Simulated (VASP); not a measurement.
Wanted: the native input for a VASP 6.6.1 run.

| Property | Result |
| --- | --- |
| Task | single point |
| Functional | LDA |
| Potentials or basis | VASP PAW LDA potentials, release 64 (Tc_pv, H) |
| Cutoff | 520 eV |
| k mesh | 2 × 2 × 2 |
| Occupations | fermi-dirac, width 0.05 eV |
| Spin | no spin polarisation |
| Dipole correction | no |
| Further INCAR settings | ALGO = Normal; EDIFF = 1e-06; NBANDS = 90 |

The structure of Tc12H (a cell with a defect) lies in POSCAR:

```
Tc12H
1.0
    5.4800000000      0.0000000000      0.0000000000
   -4.1100000000      7.1187290000      0.0000000000
    0.0000000000      0.0000000000      4.3949600000
Tc H
12 1
Direct
    0.0047779166      0.0070518206      0.0228215956
    0.1636567133      0.2201797540      0.5072173581
    0.0137795966      0.3391757152     -0.0049602272
    0.1593453290      0.5479348912      0.5090831316
    0.0076599962      0.6728167346     -0.0042321204
    0.1542540288      0.8817304325      0.5175928791
    0.4980443907     -0.0105636835     -0.0643009265
    0.6611725329      0.2347750561      0.5499026157
    0.4977762582      0.3422661545     -0.0149261882
    0.6774936603      0.5539331530      0.5109716584
    0.5153138570      0.6768904955     -0.0203869887
    0.6465110045      0.8636935048      0.4953401169
    0.8043668218      0.1288151298      0.2569761727
```

One way to write it, as run:

INCAR

```
SYSTEM = Tc12H
ALGO = Normal ; EDIFF = 1E-6
ENCUT = 520 ; GGA = CA
ISIF = 2 ; ISMEAR = -1
LASPH = .TRUE. ; LCHARG = .FALSE.
LREAL = .FALSE. ; LWAVE = .FALSE.
NBANDS = 90 ; NELM = 60
PREC = Accurate ; SIGMA = 0.05
```

KPOINTS

```
k-points
0
G
  2 2 2
  0 0 0
```

Potentials or basis: VASP PAW LDA potentials, release 64 (Tc_pv, H).

Launch:

```bash
$ cat potpaw_LDA.64/Tc_pv/POTCAR potpaw_LDA.64/H/POTCAR > POTCAR
$ mpirun -np 1 vasp_std > vasp.out
```

Results of the run:

| Property | Result |
| --- | --- |
| Pressure | -2.1 GPa |
| Largest force | 2.403 eV/Å |
| Band gap on the k mesh | zero (an odd number of electrons rules out a gap without spin polarisation) |

Caveat: the k points lie up to 0.71 Å⁻¹ apart, too coarse for converged energies and pressures of a metal.

Wall time 2.3 min on 1 thread of Intel(R) Xeon(R) 6975P-C (Granite Rapids), on a shared host, peak memory 0.27 GiB.
